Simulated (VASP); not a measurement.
Ca, 1 atom in the cell. It takes space group P6/mmm (No. 191, hexagonal). The conventional cell has a = 3.566 Å, b = 3.566 Å, c = 3.278 Å, α = 90.00°, β = 90.00°, γ = 120.00°. Within 4.3 Å of Ca (site symmetry 6/mmm) lie 8 Ca at 3.28 to 3.57 Å. This isn't the form of Ca at room conditions, which is fcc.

| Quantity | Value |
| --- | --- |
| Program | VASP 6.6.1 |
| Task | single point |
| Functional | PBE |
| Potentials or basis | VASP PAW PBE potentials, release 64 (Ca_sv) |
| Cutoff | 520 eV |
| k mesh | 12 × 12 × 11 |
| Occupations | fermi-dirac, width 0.08 eV |
| Spin | no spin polarisation |
| Dipole correction | no |
| k mesh for the DOS | 18 × 18 × 17 |
| Occupations for the DOS | tetrahedron |
| Further INCAR settings | ALGO = Normal; EDIFF = 1e-07 |

Potentials or basis: VASP PAW PBE potentials, release 64 (Ca_sv).

Command:

```sh
$ cat potpaw_PBE.64/Ca_sv/POTCAR > POTCAR
$ cp INCAR.step1 INCAR
$ cp KPOINTS.step1 KPOINTS
$ mpirun -np 1 vasp_std > vasp.out
$ cp INCAR.step2 INCAR
$ cp KPOINTS.step2 KPOINTS
$ mpirun -np 1 vasp_std > vasp.out
```

Hardware: 1 thread of Intel Xeon 8259CL (shared host).

Q: How long does it take, and how much memory?

A: Wall time 100 s on 1 thread of Intel Xeon 8259CL (shared host), peak memory 0.23 GiB. Counts: k points 333.
